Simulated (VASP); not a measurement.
# Ti3Al5 (P4/mmm) in VASP: further runs

Runs on Ti3Al5. Level: PBEsol. Tasks: relaxation of shape and atoms at fixed volume.

All numbers are computed with VASP 6.6.1; they aren't measurements. Logs are shortened: lines on timing, memory, paths and dates and some standing lists are left out, and cuts for length are marked.

### Step 1. The cell of the first run

It takes space group P4/mmm (No. 123, tetragonal). Conventional cell: a = 3.922 Å, b = 3.922 Å, c = 8.379 Å, α = 90.00°, β = 90.00°, γ = 90.00°. Within 3.7 Å of Ti (site symmetry 4/mmm) lie 4 Ti at 2.77 Å and 8 Al at 2.85 Å. Ti (site symmetry 4/mmm) has 12 Al at 2.77 to 2.88 Å within 3.7 Å. Within 3.7 Å of Ti (site symmetry 4/mmm) lie 4 Ti at 2.77 Å and 8 Al at 2.85 Å. Al (site symmetry 2mm) has 6 Al at 2.77 to 2.88 Å and 6 Ti at 2.85 to 2.88 Å within 3.7 Å. Within 3.7 Å of Al (site symmetry 4/mmm) lie 4 Ti at 2.77 Å and 8 Al at 2.88 Å.

### Step 2. Relaxation of shape and atoms at fixed volume, PBEsol (16.11 Å³/atom)

Input file INCAR:

```
SYSTEM = Ti3Al5
ALGO = Fast
EDIFF = 1E-7
EDIFFG = -0.01
ENCUT = 600
GGA = PS
IBRION = 2
ISIF = 4
ISMEAR = 0
LASPH = .True.
LCHARG = .False.
LREAL = .False.
LWAVE = .False.
NELM = 60
NSW = 50
PREC = Accurate
SIGMA = 0.1
```

Input file KPOINTS:

```
k-points
0
Gamma
  10 10 4
  0 0 0
```

Input file POSCAR:

```
Ti3Al5
1.0
    3.9217460872      0.0000000000      0.0000000000
    0.0000000000      3.9217460872      0.0000000000
    0.0000000000      0.0000000000      8.3790376731
Ti Al
3 5
Direct
    0.0000000000      0.0000000000      0.5000000000
    0.5000000000      0.5000000000      0.0000000000
    0.5000000000      0.5000000000      0.5000000000
    0.0000000000      0.5000000000      0.2523516175
    0.0000000000      0.5000000000      0.7476483825
    0.5000000000      0.0000000000      0.2523516175
    0.5000000000      0.0000000000      0.7476483825
    0.0000000000      0.0000000000      0.0000000000
```

Potentials or basis: VASP PAW PBE potentials, release 64 (Ti_sv, Al).

Run with:

```
> cat potpaw_PBE.64/Ti_sv/POTCAR potpaw_PBE.64/Al/POTCAR > POTCAR
> mpirun -np 1 vasp_std > vasp.out
```

OUTCAR:

```text
SYSTEM = Ti3Al5
   EDIFF = 1E-7
   EDIFFG = -0.01
   ENCUT = 600
   GGA = PS
   IBRION = 2
   ISIF = 4
   ISMEAR = 0
   LASPH = .True.
   LREAL = .False.
   NELM = 60
   NSW = 50
   PREC = Accurate

 ion  position               nearest neighbor table
   1  0.000  0.000  0.500-   3 2.77   3 2.77   3 2.77   3 2.77   7 2.85   4 2.85   4 2.85   5 2.85
                             5 2.85   6 2.85   7 2.85   6 2.85
   2  0.500  0.500  0.000-   8 2.77   8 2.77   8 2.77   8 2.77   4 2.88   6 2.88   7 2.88   5 2.88
                             4 2.88   5 2.88   6 2.88   7 2.88
   3  0.500  0.500  0.500-   1 2.77   1 2.77   1 2.77   1 2.77   7 2.85   4 2.85   6 2.85   7 2.85
                             5 2.85   4 2.85   5 2.85   6 2.85
   4  0.000  0.500  0.252-   6 2.77   6 2.77   6 2.77   6 2.77   3 2.85   3 2.85   1 2.85   1 2.85
                             2 2.88   2 2.88   8 2.88   8 2.88
   5  0.000  0.500  0.748-   7 2.77   7 2.77   7 2.77   7 2.77   3 2.85   3 2.85   1 2.85   1 2.85
                             2 2.88   2 2.88   8 2.88   8 2.88
   6  0.500  0.000  0.252-   4 2.77   4 2.77   4 2.77   4 2.77   3 2.85   1 2.85   1 2.85   3 2.85
                             2 2.88   2 2.88   8 2.88   8 2.88
   7  0.500  0.000  0.748-   5 2.77   5 2.77   5 2.77   5 2.77   3 2.85   1 2.85   1 2.85   3 2.85
                             2 2.88   2 2.88   8 2.88   8 2.88
   8  0.000  0.000  0.000-   2 2.77   2 2.77   2 2.77   2 2.77   7 2.88   4 2.88   4 2.88   5 2.88
                             5 2.88   6 2.88   7 2.88   6 2.88

  LATTYP: Found a simple tetragonal cell.
 ALAT       =     3.9217460872
 C/A-ratio  =     2.1365579226

  Lattice vectors:

 A1 = (   3.9217460872,   0.0000000000,   0.0000000000)
 A2 = (   0.0000000000,   3.9217460872,   0.0000000000)
 A3 = (   0.0000000000,   0.0000000000,   8.3790376731)

Analysis of symmetry for initial positions (statically):
=====================================================================
 Subroutine PRICEL returns:
 Original cell was already a primitive cell.

 Routine SETGRP: Setting up the symmetry group for a
 simple tetragonal supercell.

 Subroutine GETGRP returns: Found 16 space group operations
 (whereof 16 operations were pure point group operations)
 out of a pool of 16 trial point group operations.

The static configuration has the point symmetry D_4h.

Analysis of symmetry for dynamics (positions and initial velocities):
=====================================================================
 Subroutine PRICEL returns:
 Original cell was already a primitive cell.

 Routine SETGRP: Setting up the symmetry group for a
 simple tetragonal supercell.

 Subroutine GETGRP returns: Found 16 space group operations
 (whereof 16 operations were pure point group operations)
 out of a pool of 16 trial point group operations.

The dynamic configuration has the point symmetry D_4h.

 Subroutine INISYM returns: Found 16 space group operations
 (whereof 16 operations are pure point group operations),
 and found     1 'primitive' translations

----------------------------------------------------------------------------------------

                                     Primitive cell

  volume of cell :     128.8704

  direct lattice vectors                    reciprocal lattice vectors
     3.921746087  0.000000000  0.000000000     0.254988461  0.000000000  0.000000000
     0.000000000  3.921746087  0.000000000     0.000000000  0.254988461  0.000000000
     0.000000000  0.000000000  8.379037673     0.000000000  0.000000000  0.119345447

  length of vectors
     3.921746087  3.921746087  8.379037673     0.254988461  0.254988461  0.119345447

  position of ions in fractional coordinates (direct lattice)
     0.000000000  0.000000000  0.500000000
     0.500000000  0.500000000  0.000000000
     0.500000000  0.500000000  0.500000000
     0.000000000  0.500000000  0.252351617
     0.000000000  0.500000000  0.747648383
     0.500000000  0.000000000  0.252351617
     0.500000000  0.000000000  0.747648383
     0.000000000  0.000000000  0.000000000

  ion indices of the primitive-cell ions
   primitive index   ion index
                 1           1
                 2           2
                 3           3
                 4           4
                 5           5
                 6           6
                 7           7
                 8           8

----------------------------------------------------------------------------------------

 KPOINTS: k-points

Automatic generation of k-mesh.
 Grid dimensions read from file:
 generate k-points for:   10   10    4

 Generating k-lattice:

  Cartesian coordinates                     Fractional coordinates (reciprocal lattice)
     0.025498846  0.000000000  0.000000000     0.100000000  0.000000000  0.000000000
     0.000000000  0.025498846  0.000000000     0.000000000  0.100000000  0.000000000
     0.000000000  0.000000000  0.029836362     0.000000000  0.000000000  0.250000000

  Length of vectors
     0.025498846  0.025498846  0.029836362

  Shift w.r.t. Gamma in fractional coordinates (k-lattice)
     0.000000000  0.000000000  0.000000000

 Subroutine IBZKPT returns following result:
 ===========================================

 Found     63 irreducible k-points:

 Following reciprocal coordinates:
            Coordinates               Weight
  0.000000  0.000000  0.000000      1.000000
  0.100000  0.000000  0.000000      4.000000
  0.200000  0.000000  0.000000      4.000000
  0.300000  0.000000  0.000000      4.000000
  0.400000  0.000000  0.000000      4.000000
  0.500000  0.000000  0.000000      2.000000
[... 16 lines left out ...]
  0.100000  0.000000  0.250000      8.000000
  0.200000  0.000000  0.250000      8.000000
 [... further k-points ...]
   k-points           NKPTS =     63   k-points in BZ     NKDIM =     63   number of bands    NBANDS=     30
   number of dos      NEDOS =    301   number of ions     NIONS =      8
   total plane-waves  NPLWV =  71680
   dimension x,y,z NGX =    32 NGY =   32 NGZ =   70
   dimension x,y,z NGXF=    64 NGYF=   64 NGZF=  140
   ions per type =               3   5
   NGX,Y,Z   is equivalent  to a cutoff of  13.57, 13.57, 13.89 a.u.
   NGXF,Y,Z  is equivalent  to a cutoff of  27.13, 27.13, 27.78 a.u.
 SYSTEM =  Ti3Al5
   PREC   = accura    normal or accurate (medium, high low for compatibility)
   ISTART =      0    job   : 0-new  1-cont  2-samecut
   ICHARG =      2    charge: 1-file 2-atom 10-const
   ISPIN  =      1    spin polarized calculation?
   LNONCOLLINEAR =      F non collinear calculations
   LSORBIT =      F    spin-orbit coupling
   LASPH  =      T    aspherical Exc in radial PAW
   ENCUT  =  600.0 eV  44.10 Ry    6.64 a.u.   7.83  7.83 16.74*2*pi/ulx,y,z
   NELM   =     60;   NELMIN=  2; NELMDL= -5     # of ELM steps
   EDIFF  = 0.1E-06   stopping-criterion for ELM
   LREAL  =      F    real-space projection
   EDIFFG = -.1E-01   stopping-criterion for IOM
   NSW    =     50    number of steps for IOM
   IBRION =      2    ionic relax: 0-MD 1-quasi-New 2-CG
   NFREE  =      1    steps in history (QN), initial steepest desc. (CG)
   ISIF   =      4    stress and relaxation
   ISYM   =      2    0-nonsym 1-usesym 2-fastsym
   POTIM  = 0.5000    time-step for ionic-motion
   TEBEG  =    0.0;   TEEND  =   0.0 temperature during run
   PSTRESS=    0.0 pullay stress
   NELECT =      51.0000    total number of electrons
   NUPDOWN=      -1.0000    fix difference up-down
   EMIN   =  10.00;   EMAX   =-10.00  energy-range for DOS
   EFERMI =   0.00;   METHOD = LEGACY
   ISMEAR =     0;   SIGMA  =   0.10  broadening in eV -4-tet -1-fermi 0-gaus
   EFERMI_NEDOS =   21; number of points for ismear=-14 and -15
   IALGO  =     68    algorithm
   IMIX   =      4    mixing-type and parameters
     AMIX     =   0.40;   BMIX     =  1.00
     AMIX_MAG =   1.60;   BMIX_MAG =  1.00
  volume/ion in A,a.u.               =      16.11       108.71
  Fermi-wavevector in a.u.,A,eV,Ry     =   1.201934  2.271325 19.655585  1.444645
  Thomas-Fermi vector in A             =   2.337729
   LORBIT       =      0    0 simple, 1 ext, 2 COOP (PROOUT), +10 PAW based schemes
   GGA     = PS    functional components
   LHFCALC =     F    Hartree Fock is set to
   AEXX    =    0.0000 exact exchange contribution
   IVDW    =     0    specifies the selected vdW correction
   LEPSILON=     F    determine dielectric tensor
   LRPA    =     F    only Hartree local field effects (RPA)
 conjugate gradient relaxation of ions
 non-spin polarized calculation
 RMM-DIIS sequential band-by-band and
 Gauss-broadening in eV      SIGMA  =   0.10
  energy-cutoff  :      600.00
  volume of cell :      128.87
 maximum number of plane-waves:      4328
 NGX is ok and might be reduce to    32
   NGX = 15   NGY = 15   NGZ = 33

--------------------------------------- Ionic step        1  -------------------------------------------

 number of electron      51.0000004 magnetization

 Free energy of the ion-electron system (eV)
  ---------------------------------------------------
  ext. energy  EPLUGINS =         0.00000000
  ---------------------------------------------------
  free energy    TOTEN  =       -48.68025666 eV

  energy without entropy =      -48.65295220  energy(sigma->0) =      -48.66660443

------------------------ aborting loop EDIFF was not reached (unconverged)  ----------------------------

  FORCE on cell =-STRESS in cart. coord.  units (eV):
  Direction    XX          YY          ZZ          XY          YZ          ZX
  --------------------------------------------------------------------------------------
  -------------------------------------------------------------------------------------
  Total       -2.5788640     -2.5788640     -2.5492055      0.0000000      0.0000000      0.0000000
  in kB      -32.0616550    -32.0616550    -31.6929267      0.0000000      0.0000000      0.0000000
  external PRESSURE =     -31.9387456 kB  Pullay stress =       0.0000000 kB

 VOLUME and BASIS-vectors are now :
 -----------------------------------------------------------------------------
  energy-cutoff  :      600.00
  volume of cell :      128.87
      direct lattice vectors                 reciprocal lattice vectors
     3.921746087  0.000000000  0.000000000     0.254988461  0.000000000  0.000000000
     0.000000000  3.921746087  0.000000000     0.000000000  0.254988461  0.000000000
     0.000000000  0.000000000  8.379037673     0.000000000  0.000000000  0.119345447
[... 102 lines left out ...]
  energy  without entropy=      -48.6534181079  energy(sigma->0) =      -48.66701583

--------------------------------------- Ionic step        4  -------------------------------------------

 number of electron      51.0000005 magnetization

 Free energy of the ion-electron system (eV)
  ---------------------------------------------------
  ext. energy  EPLUGINS =         0.00000000
  ---------------------------------------------------
  free energy    TOTEN  =       -48.68064966 eV

  energy without entropy =      -48.65355393  energy(sigma->0) =      -48.66710179

 E-fermi :   8.2394     XC(G=0): -10.9613

 val. band max:        8.2327261572   @ k =   0.2000   0.2000   0.5000
 cond. band min:       8.2420784498   @ k =   0.4000   0.0000   0.0000
 fundamental gap:      0.0093522926
 Fermi energy:         8.2393506424

 k-point     1 :       0.0000    0.0000    0.0000
  band No.  band energies     occupation
      1     -48.3047      2.00000
      2     -48.1488      2.00000
      3     -47.8202      2.00000
      4     -24.6938      2.00000
      5     -24.6938      2.00000
      6     -24.6902      2.00000
[... 781 lines left out ...]
     29       9.2636      0.00000
     30       9.9907      0.00000

 [... further k-points ...]
[... 5 lines left out ...]
  --------------------------------------------------------------------------------------
  -------------------------------------------------------------------------------------
  Total       -2.5265812     -2.5265812     -2.5740794      0.0000000     -0.0000000      0.0000000
  in kB      -31.4116501    -31.4116501    -32.0021701      0.0000000     -0.0000000      0.0000000
  external PRESSURE =     -31.6084901 kB  Pullay stress =       0.0000000 kB
[... 23 lines left out ...]
  FREE ENERGIE OF THE ION-ELECTRON SYSTEM (eV)
  ---------------------------------------------------
  free  energy   TOTEN  =       -48.6806496601 eV

  energy  without entropy=      -48.6535539263  energy(sigma->0) =      -48.66710179

 reached required accuracy - stopping structural energy minimisation
```

Run time: 23 min. Hardware: 1 thread of AMD EPYC 9R45 (Zen 5), shared host; peak memory 0.41 GiB.

Results:

```
Free energy                  : -48.6806 eV
Energy gained by relaxing    : 0.0 meV/atom
Ionic steps                  : 4
Pressure after relaxing      : -3.2 GPa
Largest force after relaxing : 0.007 eV/Å
Band gap on the k mesh       : zero (an odd number of electrons rules out a gap without spin polarisation)
```

Forces on the atoms (eV/Å):
```
Ti   0.000  0.000  0.000
Ti   0.000  0.000  0.000
Ti   0.000  0.000  0.000
Al   0.000  0.000 -0.007
Al   0.000  0.000  0.007
Al   0.000  0.000 -0.007
Al   0.000  0.000  0.007
Al   0.000  0.000  0.000
```

The path:
| step | energy change (eV) | largest force (eV/Å) | pressure (GPa) | volume (Å³) |
| --- | --- | --- | --- | --- |
| 1 | 0.0000 | 0.0378 | -3.19 | 128.87 |
| 2 | -0.0002 | 0.0246 | -3.19 | 128.87 |
| 3 | -0.0004 | 0.0140 | -3.18 | 128.87 |
| 4 | -0.0004 | 0.0072 | -3.16 | 128.87 |

Final structure:
```
Ti Al
1.0
     3.92094    0.00000    0.00000
     0.00000    3.92094    0.00000
     0.00000    0.00000    8.38247
Ti Al
3 5
Direct
  0.00000 0.00000 0.50000
  0.50000 0.50000 0.00000
  0.50000 0.50000 0.50000
  0.00000 0.50000 0.25310
  0.00000 0.50000 0.74690
  0.50000 0.00000 0.25310
  0.50000 0.00000 0.74690
  0.00000 0.00000 0.00000
```

Levels at points of the mesh, in eV from the Fermi level:
```tsv
k point	band 22	band 23	band 24	band 25	band 26	band 27	band 28	band 29
(0.00, 0.00, 0.00)	-0.92	-0.92	-0.78	-0.16	0.19	0.19	0.66	0.96
(0.50, 0.00, 0.00)	-0.54	-0.45	-0.43	0.06	0.27	0.40	0.78	0.98
(0.50, 0.50, 0.00)	-1.95	-1.95	-1.44	-1.44	-0.82	-0.13	0.87	1.38
(0.00, 0.00, 0.50)	-1.12	-0.78	-0.43	-0.10	0.41	0.65	0.65	0.65
(0.50, 0.00, 0.50)	-0.29	-0.22	-0.13	-0.04	0.21	0.40	0.54	0.79
(0.50, 0.50, 0.50)	-2.38	-1.07	-1.06	-1.06	-0.77	-0.47	1.30	1.36
```

Caveat: the PAW data sets were made with another functional, which shifts forces and pressure a little.

(Continued in part 2 of 2.)
